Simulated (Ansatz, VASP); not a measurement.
PbO2: VASP beside Ansatz

```
CELL_PARAMETERS angstrom
0.00000 2.68386 2.68386
2.68386 0.00000 2.68386
2.68386 2.68386 0.00000
ATOMIC_POSITIONS crystal
Pb 0.00000 0.00000 0.00000
O 0.75000 0.75000 0.75000
O 0.25000 0.25000 0.25000
```

Change from the starting cell: volume scaled by 0.98.

Alike in both runs: task single point; functional LDA; k mesh 9 × 9 × 9; occupations fermi-dirac, width 0.05 eV; no spin polarisation.

|  | VASP | Ansatz |
| --- | --- | --- |
| version | VASP 6.6.1 | Ansatz 0.2.0 |
| potentials or method | VASP PAW LDA potentials, release 64 (Pb_d, O), cutoff 520 eV | all-electron LAPW, scalar-relativistic |

|  | VASP | Ansatz | Ansatz less VASP |
| --- | --- | --- | --- |
| gap on the k mesh at the Fermi level (eV) | none | none | - |
| pressure (GPa) | -7.2 | -7.5 | -0.26 |

LDA's correlation is that of Perdew and Zunger in VASP and of Perdew and Wang (1992) in Ansatz. A gap of «none» marks a metal or a gap that the smearing closes. Ansatz ran all-electron here, and VASP with PAW potentials.

Neither program's run includes spin-orbit coupling.
